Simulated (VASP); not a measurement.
# Ge (Fd-3m) in VASP: further runs, part 2 of 3

VASP 6.6.1. Earlier steps stand in the parts before.

**3. Relaxation of cell and atoms, LDA**

This run uses another cell than the first one, of 22.63 Å³/atom.

Input file INCAR:

```
  PREC = Accurate
  ENCUT = 600
  EDIFF = 1E-6
  ISMEAR = -1
  SIGMA = 0.02
  LREAL = F
  LASPH = T
  NELM = 100
  ALGO = Normal
  ISIF = 3
  LWAVE = F
  LCHARG = F
  GGA = CA
  IBRION = 2
  NSW = 60
  EDIFFG = -0.005
```

Input file KPOINTS:

```
regular mesh
0
Gamma
  10 10 10
```

Input file POSCAR:

```
Ge
1.0
    0.0000000000      2.8285347457      2.8285347457
    2.8285347457      0.0000000000      2.8285347457
    2.8285347457      2.8285347457      0.0000000000
Ge
2
Direct
   -0.1250000000     -0.1250000000     -0.1250000000
    0.1250000000      0.1250000000      0.1250000000
```

Potentials or basis: VASP PAW LDA potentials, release 64 (Ge_d).

On the command line:

```console
> cat potpaw_LDA.64/Ge_d/POTCAR > POTCAR
> mpirun -np 1 vasp_std > vasp.out
```

OUTCAR:

```text
PREC = Accurate
   ENCUT = 600
   EDIFF = 1E-6
   ISMEAR = -1
   LREAL = F
   LASPH = T
   NELM = 100
   ISIF = 3
   GGA = CA
   IBRION = 2
   NSW = 60
   EDIFFG = -0.005

 ion  position               nearest neighbor table
   1  0.875  0.875  0.875-   2 2.45   2 2.45   2 2.45   2 2.45
   2  0.125  0.125  0.125-   1 2.45   1 2.45   1 2.45   1 2.45

  LATTYP: Found a face centered cubic cell.
 ALAT       =     5.6570694914

  Lattice vectors:

 A1 = (   0.0000000000,   2.8285347457,   2.8285347457)
 A2 = (   2.8285347457,   0.0000000000,   2.8285347457)
 A3 = (   2.8285347457,   2.8285347457,   0.0000000000)

Analysis of symmetry for initial positions (statically):
=====================================================================
 Subroutine PRICEL returns:
 Original cell was already a primitive cell.

 Routine SETGRP: Setting up the symmetry group for a
 face centered cubic supercell.

 Subroutine GETGRP returns: Found 48 space group operations
 (whereof 12 operations were pure point group operations)
 out of a pool of 48 trial point group operations.

The static configuration has the point symmetry D_3d.
 The point group associated with its full space group is O_h .

Analysis of symmetry for dynamics (positions and initial velocities):
=====================================================================
 Subroutine PRICEL returns:
 Original cell was already a primitive cell.

 Routine SETGRP: Setting up the symmetry group for a
 face centered cubic supercell.

 Subroutine GETGRP returns: Found 48 space group operations
 (whereof 12 operations were pure point group operations)
 out of a pool of 48 trial point group operations.

The dynamic configuration has the point symmetry D_3d.
 The point group associated with its full space group is O_h .

 Subroutine INISYM returns: Found 48 space group operations
 (whereof 12 operations are pure point group operations),
 and found     1 'primitive' translations

----------------------------------------------------------------------------------------

                                     Primitive cell

  volume of cell :      45.2600

  direct lattice vectors                    reciprocal lattice vectors
     0.000000000  2.828534746  2.828534746    -0.176769969  0.176769969  0.176769969
     2.828534746  0.000000000  2.828534746     0.176769969 -0.176769969  0.176769969
     2.828534746  2.828534746  0.000000000     0.176769969  0.176769969 -0.176769969

  length of vectors
     4.000152199  4.000152199  4.000152199     0.306174568  0.306174568  0.306174568

  position of ions in fractional coordinates (direct lattice)
     0.875000000  0.875000000  0.875000000
     0.125000000  0.125000000  0.125000000

  ion indices of the primitive-cell ions
   primitive index   ion index
                 1           1
                 2           2

----------------------------------------------------------------------------------------

 KPOINTS: regular mesh

Automatic generation of k-mesh.
 Grid dimensions read from file:
 generate k-points for:   10   10   10

 Generating k-lattice:

  Cartesian coordinates                     Fractional coordinates (reciprocal lattice)
    -0.017676997  0.017676997  0.017676997     0.100000000  0.000000000  0.000000000
     0.017676997 -0.017676997  0.017676997     0.000000000  0.100000000  0.000000000
     0.017676997  0.017676997 -0.017676997     0.000000000  0.000000000  0.100000000

  Length of vectors
     0.030617457  0.030617457  0.030617457

  Shift w.r.t. Gamma in fractional coordinates (k-lattice)
     0.000000000  0.000000000  0.000000000

 Subroutine IBZKPT returns following result:
 ===========================================

 Found     47 irreducible k-points:

 Following reciprocal coordinates:
            Coordinates               Weight
  0.000000  0.000000  0.000000      1.000000
  0.100000  0.000000  0.000000      8.000000
  0.200000  0.000000  0.000000      8.000000
  0.300000  0.000000  0.000000      8.000000
  0.400000  0.000000  0.000000      8.000000
  0.500000  0.000000  0.000000      4.000000
[... 16 lines left out ...]
  0.300000  0.300000  0.000000      6.000000
  0.400000  0.300000  0.000000     24.000000
 [... further k-points ...]
   k-points           NKPTS =     47   k-points in BZ     NKDIM =     47   number of bands    NBANDS=     18
   number of dos      NEDOS =    301   number of ions     NIONS =      2
   total plane-waves  NPLWV =  32768
   dimension x,y,z NGX =    32 NGY =   32 NGZ =   32
   dimension x,y,z NGXF=    64 NGYF=   64 NGZF=   64
   ions per type =               2
   NGX,Y,Z   is equivalent  to a cutoff of  13.30, 13.30, 13.30 a.u.
   NGXF,Y,Z  is equivalent  to a cutoff of  26.60, 26.60, 26.60 a.u.
 SYSTEM =  unknown system
   PREC   = accura    normal or accurate (medium, high low for compatibility)
   ISTART =      0    job   : 0-new  1-cont  2-samecut
   ICHARG =      2    charge: 1-file 2-atom 10-const
   ISPIN  =      1    spin polarized calculation?
   LNONCOLLINEAR =      F non collinear calculations
   LSORBIT =      F    spin-orbit coupling
   LASPH  =      T    aspherical Exc in radial PAW
   ENCUT  =  600.0 eV  44.10 Ry    6.64 a.u.   7.99  7.99  7.99*2*pi/ulx,y,z
   NELM   =    100;   NELMIN=  2; NELMDL= -5     # of ELM steps
   EDIFF  = 0.1E-05   stopping-criterion for ELM
   LREAL  =      F    real-space projection
   EDIFFG = -.5E-02   stopping-criterion for IOM
   NSW    =     60    number of steps for IOM
   IBRION =      2    ionic relax: 0-MD 1-quasi-New 2-CG
   NFREE  =      1    steps in history (QN), initial steepest desc. (CG)
   ISIF   =      3    stress and relaxation
   ISYM   =      2    0-nonsym 1-usesym 2-fastsym
   POTIM  = 0.5000    time-step for ionic-motion
   TEBEG  =    0.0;   TEEND  =   0.0 temperature during run
   PSTRESS=    0.0 pullay stress
   NELECT =      28.0000    total number of electrons
   NUPDOWN=      -1.0000    fix difference up-down
   EMIN   =  10.00;   EMAX   =-10.00  energy-range for DOS
   EFERMI =   0.00;   METHOD = LEGACY
   ISMEAR =    -1;   SIGMA  =   0.02  broadening in eV -4-tet -1-fermi 0-gaus
   EFERMI_NEDOS =   21; number of points for ismear=-14 and -15
   IALGO  =     38    algorithm
   IMIX   =      4    mixing-type and parameters
     AMIX     =   0.40;   BMIX     =  1.00
     AMIX_MAG =   1.60;   BMIX_MAG =  1.00
  volume/ion in A,a.u.               =      22.63       152.71
  Fermi-wavevector in a.u.,A,eV,Ry     =   1.394941  2.636057 26.475057  1.945862
  Thomas-Fermi vector in A             =   2.518442
   LORBIT       =      0    0 simple, 1 ext, 2 COOP (PROOUT), +10 PAW based schemes
   GGA     = CA    functional components
   LHFCALC =     F    Hartree Fock is set to
   AEXX    =    0.0000 exact exchange contribution
   IVDW    =     0    specifies the selected vdW correction
   LEPSILON=     F    determine dielectric tensor
   LRPA    =     F    only Hartree local field effects (RPA)
 conjugate gradient relaxation of ions
 non-spin polarized calculation
  energy-cutoff  :      600.00
  volume of cell :       45.26
 maximum number of plane-waves:      1524
   NGX = 15   NGY = 15   NGZ = 15

--------------------------------------- Ionic step        1  -------------------------------------------

 number of electron      28.0000013 magnetization

 Free energy of the ion-electron system (eV)
  ---------------------------------------------------
  ext. energy  EPLUGINS =         0.00000000
  ---------------------------------------------------
  free energy    TOTEN  =       -10.38613832 eV

  energy without entropy =      -10.38602320  energy(sigma->0) =      -10.38608076

------------------------ aborting loop because EDIFF is reached ----------------------------------------

  FORCE on cell =-STRESS in cart. coord.  units (eV):
  Direction    XX          YY          ZZ          XY          YZ          ZX
  --------------------------------------------------------------------------------------
  -------------------------------------------------------------------------------------
  Total       -0.3145112     -0.3145112     -0.3145112      0.0000000      0.0000000      0.0000000
  in kB      -11.1335101    -11.1335101    -11.1335101      0.0000000      0.0000000      0.0000000
  external PRESSURE =     -11.1335101 kB  Pullay stress =       0.0000000 kB
[... 59 lines left out ...]
--------------------------------------- Ionic step        3  -------------------------------------------

 number of electron      27.9999995 magnetization

 Free energy of the ion-electron system (eV)
  ---------------------------------------------------
  ext. energy  EPLUGINS =         0.00000000
  ---------------------------------------------------
  free energy    TOTEN  =       -10.38883361 eV

  energy without entropy =      -10.38873622  energy(sigma->0) =      -10.38878492

 E-fermi :   4.9254     XC(G=0): -10.3722

 val. band max:        4.9178744841   @ k =   0.0000   0.0000   0.0000
 cond. band min:       5.0194483126   @ k =   0.5000   0.0000   0.0000
 fundamental gap:      0.1015738285
 Fermi energy:         4.9254206631

 k-point     1 :       0.0000    0.0000    0.0000
  band No.  band energies     occupation
      1     -20.0661      2.00000
      2     -20.0661      2.00000
      3     -20.0661      2.00000
      4     -20.0280      2.00000
      5     -20.0280      2.00000
      6     -19.8076      2.00000
[... 481 lines left out ...]
      5     -19.9410      2.00000
      6     -19.9159      2.00000
[... 10 lines left out ...]
     17      11.6019      0.00000
     18      12.1644      0.00000

 [... further k-points ...]
[... 5 lines left out ...]
  --------------------------------------------------------------------------------------
  -------------------------------------------------------------------------------------
  Total       -0.0007008     -0.0007008     -0.0007008      0.0000000      0.0000000     -0.0000000
  in kB       -0.0252431     -0.0252431     -0.0252431      0.0000000      0.0000000     -0.0000000
  external PRESSURE =      -0.0252431 kB  Pullay stress =       0.0000000 kB
[... 17 lines left out ...]
  FREE ENERGIE OF THE ION-ELECTRON SYSTEM (eV)
  ---------------------------------------------------
  free  energy   TOTEN  =       -10.3888336094 eV

  energy  without entropy=      -10.3887362219  energy(sigma->0) =      -10.38878492

 reached required accuracy - stopping structural energy minimisation
```

OSZICAR:

```text
N       E                     dE             d eps       ncg     rms          rms(c)
DAV:   1     0.168307723441E+03    0.16831E+03   -0.16623E+04  1748   0.449E+03
DAV:   2     0.105496963062E+02   -0.15776E+03   -0.15522E+03  1710   0.567E+02
DAV:   3    -0.990111787603E+01   -0.20451E+02   -0.20211E+02  1840   0.151E+02
DAV:   4    -0.105503103487E+02   -0.64919E+00   -0.64753E+00  2014   0.305E+01
[... 19 lines left out ...]
DAV:   2    -0.103912248843E+02    0.70185E-02   -0.98386E-03  2200   0.211E+00    0.281E-01
DAV:   3    -0.103889969696E+02    0.22279E-02   -0.37298E-03  2226   0.115E+00    0.679E-02
DAV:   4    -0.103888372739E+02    0.15970E-03   -0.44323E-04  2174   0.448E-01    0.147E-02
DAV:   5    -0.103888339632E+02    0.33107E-05   -0.36974E-05  2008   0.124E-01    0.109E-02
DAV:   6    -0.103888336094E+02    0.35376E-06   -0.26739E-06  1346   0.357E-02
   3 F= -.10388834E+02 E0= -.10388785E+02  d E =-.269529E-02
```

CONTCAR:

```text
Ge
   1.00000000000000
    -0.0000000000000000    2.8121962112047565    2.8121962112047565
     2.8121962112047565   -0.0000000000000000    2.8121962112047565
     2.8121962112047565    2.8121962112047565    0.0000000000000000
  Ge
     2
Direct
     0.8750000000000000    0.8750000000000000    0.8750000000000000
     0.1250000000000000    0.1250000000000000    0.1250000000000000

  0.00000000E+00  0.00000000E+00  0.00000000E+00
  0.00000000E+00  0.00000000E+00  0.00000000E+00
```

It took 23 s on 1 thread of Intel Xeon 6975P-C (Granite Rapids), shared host; peak memory 0.18 GiB.

Results:

```
Free energy                           : -10.3888 eV
Relaxed volume                        : 22.24 Å³/atom
Relaxed cell                          : a = 3.977 Å, b = 3.977 Å, c = 3.977 Å, α = 60.00°, β = 60.00°, γ = 60.00°
Space group after relaxing (to 0.1 Å) : Fd-3m (No. 227)
Energy gained by relaxing             : 1.3 meV/atom
Ionic steps                           : 3
Pressure after relaxing               : 0.0 GPa
```

The path:
```
step  energy change (eV)  largest force (eV/Å)  pressure (GPa)  volume (Å³)
   1              0.0000                0.0000           -1.11        45.26
   2             -0.0024                0.0000            0.27        44.24
   3             -0.0027                0.0000            0.00        44.48
```

Final structure:
```xyz
2
Lattice="0.0000 2.8122 2.8122 2.8122 0.0000 2.8122 2.8122 2.8122 0.0000" Properties=species:S:1:pos:R:3 pbc="T T T"
Ge    4.9213    4.9213    4.9213
Ge    0.7030    0.7030    0.7030
```

Levels at points of the mesh, in eV from the Fermi level:
| k point | band 11 | band 12 | band 13 | band 14 | band 15 | band 16 | band 17 | band 18 |
| --- | --- | --- | --- | --- | --- | --- | --- | --- |
| (0.00, 0.00, 0.00) | -12.97 | -0.03 | -0.03 | -0.03 | -0.01 | 2.51 | 2.51 | 2.51 |
| (0.50, 0.00, 0.00) | -10.84 | -7.74 | -1.46 | -1.46 | 0.09 | 3.70 | 3.70 | 6.95 |
| (0.50, 0.50, 0.00) | -9.02 | -9.02 | -3.16 | -3.16 | 0.62 | 0.62 | 9.53 | 9.53 |

**4. Single point, LDA**

This run uses another cell than the first one: it holds 4 atoms, not 2.

Input file INCAR:

```
ALGO = Normal ; EDIFF = 1E-6
ENCUT = 520 ; ISIF = 2
ISMEAR = -1 ; LASPH = True
LCHARG = False ; LREAL = False
LWAVE = False ; NBANDS = 36
NELM = 100 ; PREC = Accurate
SIGMA = 0.02
```

Input file KPOINTS:

```
k-points
0
Gamma
  8 6 8
```

Input file POSCAR:

```
Ge
1.0
   -2.8108505728      2.8108505728      0.0000000000
    0.0000000000      0.0000000000      5.6217011455
    2.8108505728      2.8108505728      0.0000000000
Ge
4
Direct
    0.5000000000      0.3750000000      0.2500000000
    0.0000000000      0.8750000000      0.7500000000
    0.0000000000      0.1250000000      0.2500000000
    0.5000000000      0.6250000000      0.7500000000
```

On the command line:

```console
> cat potpaw_LDA.64/Ge_d/POTCAR > POTCAR
> mpirun -np 1 vasp_std > vasp.out
```

Wall time 48 s (1 thread of Intel Xeon 6975P-C (Granite Rapids), shared host); peak memory 0.25 GiB.

It converged, with:

- Free energy: -20.7760 eV
- Pressure: 0.1 GPa
- Band gap on the k mesh: 0.03 eV

Levels at points of the mesh, in eV from the valence-band top:
```
           k point  band 25  band 26  band 27  band 28  band 29  band 30  band 31  band 32
(0.00, 0.00, 0.00)    -3.14     0.00     0.00     0.00     0.03     0.64     0.64     2.53
(0.50, 0.00, 0.00)    -3.97    -3.97    -1.54    -1.54     1.92     1.92     4.81     4.81
(0.00, 0.50, 0.00)    -2.09    -2.09    -2.09    -2.09     0.92     0.92     2.70     2.70
(0.50, 0.50, 0.00)    -1.43    -1.43    -1.43    -1.43     0.12     0.12     3.73     3.73
(0.50, 0.00, 0.50)    -3.14    -3.14    -3.14    -3.14     0.64     0.64     0.64     0.64
(0.50, 0.50, 0.50)    -4.01    -4.01    -4.01    -4.01     4.33     4.33     4.33     4.33
```

(Continued in part 3 of 3.)
